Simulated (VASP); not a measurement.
# NbGaSe3 (Pm-3m) in VASP: a series of runs, part 3 of 3

VASP 6.6.1. The steps go on from the part before.

## (4) Single point, PBE, collinear spin

INCAR

```
ALGO = Normal
EDIFF = 1E-6
ENCUT = 520
GGA = PE
ISIF = 2
ISMEAR = 0
ISPIN = 2
LASPH = True
LCHARG = False
LMAXMIX = 4
LORBIT = 11
LREAL = False
LWAVE = False
MAGMOM = 2.53 0 -0.18 -0.18 -0.18
NBANDS = 34
NELM = 150
PREC = Accurate
SIGMA = 0.1
```

KPOINTS

```
k-points
0
Gamma
  8 8 8
```

POSCAR

```
NbGaSe3
1.0
    4.8761280338      0.0000000000      0.0000000000
    0.0000000000      4.8761280338      0.0000000000
    0.0000000000      0.0000000000      4.8761280338
Nb Ga Se
1 1 3
Direct
    0.0000000000      0.0000000000      0.0000000000
    0.5000000000      0.5000000000      0.5000000000
    0.0000000000      0.5000000000      0.5000000000
    0.5000000000      0.0000000000      0.5000000000
    0.5000000000      0.5000000000      0.0000000000
```

Potentials or basis: VASP PAW PBE potentials, release 64 (Nb_sv, Ga_d, Se).

Started as:

```console
$ cat potpaw_PBE.64/Nb_sv/POTCAR potpaw_PBE.64/Ga_d/POTCAR potpaw_PBE.64/Se/POTCAR > POTCAR
$ mpirun -np 1 vasp_std > vasp.out
```

OUTCAR:

```text
EDIFF = 1E-6
   ENCUT = 520
   GGA = PE
   ISIF = 2
   ISMEAR = 0
   ISPIN = 2
   LASPH = True
   LORBIT = 11
   LREAL = False
   NELM = 150
   PREC = Accurate

 ion  position               nearest neighbor table
   1  0.000  0.000  0.000-
   2  0.500  0.500  0.500-   3 2.44   4 2.44   5 2.44   5 2.44   4 2.44   3 2.44
   3  0.000  0.500  0.500-   2 2.44   2 2.44
   4  0.500  0.000  0.500-   2 2.44   2 2.44
   5  0.500  0.500  0.000-   2 2.44   2 2.44

  LATTYP: Found a simple cubic cell.
 ALAT       =     4.8761280338

  Lattice vectors:

 A1 = (   4.8761280338,   0.0000000000,   0.0000000000)
 A2 = (   0.0000000000,   4.8761280338,   0.0000000000)
 A3 = (   0.0000000000,   0.0000000000,   4.8761280338)

Analysis of symmetry for initial positions (statically):
=====================================================================
 Subroutine PRICEL returns:
 Original cell was already a primitive cell.

 Routine SETGRP: Setting up the symmetry group for a
 simple cubic supercell.

 Subroutine GETGRP returns: Found 48 space group operations
 (whereof 48 operations were pure point group operations)
 out of a pool of 48 trial point group operations.

The static configuration has the point symmetry O_h .

Analysis of symmetry for dynamics (positions and initial velocities):
=====================================================================
 Subroutine PRICEL returns:
 Original cell was already a primitive cell.

 Routine SETGRP: Setting up the symmetry group for a
 simple cubic supercell.

 Subroutine GETGRP returns: Found 48 space group operations
 (whereof 48 operations were pure point group operations)
 out of a pool of 48 trial point group operations.

The dynamic configuration has the point symmetry O_h .

Analysis of structural, dynamic, and magnetic symmetry:
=====================================================================
 Subroutine PRICEL returns:
 Original cell was already a primitive cell.

 Routine SETGRP: Setting up the symmetry group for a
 simple cubic supercell.

 Subroutine GETGRP returns: Found 48 space group operations
 (whereof 48 operations were pure point group operations)
 out of a pool of 48 trial point group operations.

The overall configuration has the point symmetry O_h .

 Subroutine INISYM returns: Found 48 space group operations
 (whereof 48 operations are pure point group operations),
 and found     1 'primitive' translations

----------------------------------------------------------------------------------------

                                     Primitive cell

  volume of cell :     115.9379

  direct lattice vectors                    reciprocal lattice vectors
     4.876128034  0.000000000  0.000000000     0.205080751  0.000000000  0.000000000
     0.000000000  4.876128034  0.000000000     0.000000000  0.205080751  0.000000000
     0.000000000  0.000000000  4.876128034     0.000000000  0.000000000  0.205080751

  length of vectors
     4.876128034  4.876128034  4.876128034     0.205080751  0.205080751  0.205080751

  position of ions in fractional coordinates (direct lattice)
     0.000000000  0.000000000  0.000000000
[... 83 lines left out ...]
   NELM   =    150;   NELMIN=  2; NELMDL= -5     # of ELM steps
   EDIFF  = 0.1E-05   stopping-criterion for ELM
   LREAL  =      F    real-space projection
   EDIFFG = 0.1E-04   stopping-criterion for IOM
   NSW    =      0    number of steps for IOM
   IBRION =     -1    ionic relax: 0-MD 1-quasi-New 2-CG
   NFREE  =      0    steps in history (QN), initial steepest desc. (CG)
   ISIF   =      2    stress and relaxation
   ISYM   =      2    0-nonsym 1-usesym 2-fastsym
   POTIM  = 0.5000    time-step for ionic-motion
   TEBEG  =    0.0;   TEEND  =   0.0 temperature during run
   PSTRESS=    0.0 pullay stress
   NELECT =      44.0000    total number of electrons
   NUPDOWN=      -1.0000    fix difference up-down
   EMIN   =  10.00;   EMAX   =-10.00  energy-range for DOS
   EFERMI =   0.00;   METHOD = LEGACY
   ISMEAR =     0;   SIGMA  =   0.10  broadening in eV -4-tet -1-fermi 0-gaus
   EFERMI_NEDOS =   21; number of points for ismear=-14 and -15
   IALGO  =     38    algorithm
   IMIX   =      4    mixing-type and parameters
     AMIX     =   0.40;   BMIX     =  1.00
     AMIX_MAG =   1.60;   BMIX_MAG =  1.00
  volume/ion in A,a.u.               =      23.19       156.48
  Fermi-wavevector in a.u.,A,eV,Ry     =   1.185270  2.239836 19.114348  1.404865
  Thomas-Fermi vector in A             =   2.321467
   LORBIT       =     11    0 simple, 1 ext, 2 COOP (PROOUT), +10 PAW based schemes
   GGA     = PE    functional components
   LHFCALC =     F    Hartree Fock is set to
   AEXX    =    0.0000 exact exchange contribution
   IVDW    =     0    specifies the selected vdW correction
   LEPSILON=     F    determine dielectric tensor
   LRPA    =     F    only Hartree local field effects (RPA)
 spin polarized calculation
 Gauss-broadening in eV      SIGMA  =   0.10
  energy-cutoff  :      520.00
  volume of cell :      115.94
 maximum number of plane-waves:      3136
   NGX = 19   NGY = 19   NGZ = 19

 number of electron      44.0000027 magnetization       1.8861892

 Free energy of the ion-electron system (eV)
  ---------------------------------------------------
  ext. energy  EPLUGINS =         0.00000000
  ---------------------------------------------------
  free energy    TOTEN  =       -20.99741385 eV

  energy without entropy =      -20.98450534  energy(sigma->0) =      -20.99095960

 E-fermi :   4.8347     XC(G=0): -10.0279

 val. band max:        4.8285814035   @ k =   0.5000   0.5000   0.5000
 cond. band min:       4.8357796905   @ k =   0.5000   0.5000   0.0000
 fundamental gap:      0.0071982871
 Fermi energy:         4.8347083270

 spin component 1

 k-point     1 :       0.0000    0.0000    0.0000
  band No.  band energies     occupation
      1     -51.4476      1.00000
      2     -27.5396      1.00000
      3     -27.5396      1.00000
      4     -27.5396      1.00000
      5     -10.3480      1.00000
      6     -10.3480      1.00000
[... 877 lines left out ...]
     33      11.6525      0.00000
     34      13.4141      0.00000

 [... further k-points ...]

 spin component 2

 k-point     1 :       0.0000    0.0000    0.0000
  band No.  band energies     occupation
      1     -50.0785      1.00000
      2     -25.9741      1.00000
      3     -25.9741      1.00000
      4     -25.9741      1.00000
      5     -10.3626      1.00000
      6     -10.3626      1.00000
[... 877 lines left out ...]
     33      12.1853      0.00000
     34      13.4354      0.00000

 [... further k-points ...]

------------------------ aborting loop because EDIFF is reached ----------------------------------------

  FORCE on cell =-STRESS in cart. coord.  units (eV):
  Direction    XX          YY          ZZ          XY          YZ          ZX
  --------------------------------------------------------------------------------------
  -------------------------------------------------------------------------------------
  Total        0.0815543      0.0815543      0.0815543      0.0000000      0.0000000     -0.0000000
  in kB        1.1270218      1.1270218      1.1270218      0.0000000      0.0000000     -0.0000000
  external PRESSURE =       1.1270218 kB  Pullay stress =       0.0000000 kB

 VOLUME and BASIS-vectors are now :
 -----------------------------------------------------------------------------
  energy-cutoff  :      520.00
  volume of cell :      115.94
      direct lattice vectors                 reciprocal lattice vectors
     4.876128034  0.000000000  0.000000000     0.205080751  0.000000000  0.000000000
     0.000000000  4.876128034  0.000000000     0.000000000  0.205080751  0.000000000
     0.000000000  0.000000000  4.876128034     0.000000000  0.000000000  0.205080751

 POSITION                                       TOTAL-FORCE (eV/Angst)
 -----------------------------------------------------------------------------------
      0.00000      0.00000      0.00000         0.000000      0.000000      0.000000
      2.43806      2.43806      2.43806         0.000000      0.000000      0.000000
      0.00000      2.43806      2.43806         0.000000      0.000000      0.000000
      2.43806      0.00000      2.43806         0.000000      0.000000      0.000000
      2.43806      2.43806      0.00000         0.000000      0.000000      0.000000
 -----------------------------------------------------------------------------------
    total drift:                                0.000000      0.000000      0.000000

  FREE ENERGIE OF THE ION-ELECTRON SYSTEM (eV)
  ---------------------------------------------------
  free  energy   TOTEN  =       -20.9974138528 eV

  energy  without entropy=      -20.9845053418  energy(sigma->0) =      -20.99095960

 total charge

# of ion       s       p       d       tot
------------------------------------------
    1        2.078   5.901   2.405  10.384
    2        0.877   0.765  10.099  11.741
    3        1.483   2.298   0.035   3.817
    4        1.483   2.298   0.035   3.817
    5        1.483   2.298   0.035   3.817
--------------------------------------------------
tot          7.406  13.561  12.609  33.576

 magnetization (x)

# of ion       s       p       d       tot
------------------------------------------
    1        0.034   0.013   1.926   1.973
    2        0.008   0.009  -0.000   0.017
    3       -0.003  -0.202   0.004  -0.201
    4       -0.003  -0.202   0.004  -0.201
    5       -0.003  -0.202   0.004  -0.201
--------------------------------------------------
tot          0.034  -0.583   1.937   1.387
```

OSZICAR:

```text
N       E                     dE             d eps       ncg     rms          rms(c)
DAV:   1     0.411398271173E+03    0.41140E+03   -0.19437E+04  5066   0.148E+03
DAV:   2     0.310808600508E+02   -0.38032E+03   -0.35900E+03  5160   0.463E+02
DAV:   3    -0.208902309478E+02   -0.51971E+02   -0.49522E+02  6356   0.132E+02
[... 11 lines left out ...]
DAV:  15    -0.209973747692E+02   -0.59949E-04   -0.15114E-04  6322   0.491E-02    0.596E-02
DAV:  16    -0.209974119910E+02   -0.37222E-04   -0.14542E-04  6402   0.543E-02    0.196E-02
DAV:  17    -0.209974102833E+02    0.17077E-05   -0.14757E-05  6062   0.198E-02    0.142E-02
DAV:  18    -0.209974132791E+02   -0.29958E-05   -0.67878E-06  4958   0.144E-02    0.587E-03
DAV:  19    -0.209974138528E+02   -0.57371E-06   -0.98405E-07  3140   0.534E-03
   1 F= -.20997414E+02 E0= -.20990960E+02  d E =-.129085E-01  mag=     1.8859
```

It took 2.6 min on 1 thread of AMD EPYC 9R45 (Zen 5), shared host; peak memory 0.35 GiB.

Results:

```yaml
Free_energy: -20.9974 eV
Pressure: 0.1 GPa
Net_moment: 1.89 μB per cell
Site_moments: Nb +1.97; Ga +0.02; Se -0.20 μB
Valence_electrons_inside_the_program's_atomic_spheres: Nb 10.38; Ga 11.74; Se 3.82
```

Levels at points of the mesh, in eV from the Fermi level:
Spin up:
```
           k point  band 21  band 22  band 23  band 24  band 25  band 26
(0.00, 0.00, 0.00)    -0.78    -0.60    -0.60    -0.60    -0.51    -0.51
(0.50, 0.00, 0.00)    -1.46    -0.44    -0.38     1.04     1.23     1.23
(0.50, 0.50, 0.00)    -0.33    -0.31    -0.29     1.10     1.10     1.34
(0.50, 0.50, 0.50)    -0.25    -0.24    -0.24    -0.01     0.70     0.70
```
Spin down:
```tsv
k point	band 19	band 20	band 21	band 22	band 23	band 24
(0.00, 0.00, 0.00)	-1.25	-0.75	-0.75	-0.75	0.94	0.94
(0.50, 0.00, 0.00)	-2.23	-1.25	-1.25	1.14	1.47	2.29
(0.50, 0.50, 0.00)	-2.42	-0.45	0.00	1.26	1.53	2.35
(0.50, 0.50, 0.50)	0.37	0.37	0.37	1.08	1.33	1.33
```

## (5) Overview

| task | cell | k mesh | cutoff (eV) | gap on the mesh (eV) | pressure (GPa) | moment (μB) |
| --- | --- | --- | --- | --- | --- | --- |
| single point | a = 4.876 Å, 5 atoms | 4 × 4 × 4 | 520 | none | 0.1 | 2.00 |
| relaxation of cell and atoms | relaxed from a = 4.604 Å, 5 atoms | 4 × 4 × 4 | 600 | - | 0.1 | 2.00 |
| single point | a = 4.876 Å, 5 atoms | 8 × 8 × 8 | 520 | none | 0.1 | 1.89 |

Alike in all rows: level PBE; potentials or basis VASP PAW PBE potentials, release 64 (Nb_sv, Ga_d, Se); spin collinear; smearing gaussian 0.1 eV.

Caveats: the highest band is partly filled, so the run has too few bands (at least some runs).

Absolute energies hang on the potentials; compare differences alone.

The gap in the log of VASP goes by the Fermi energy; the results here count the filled bands.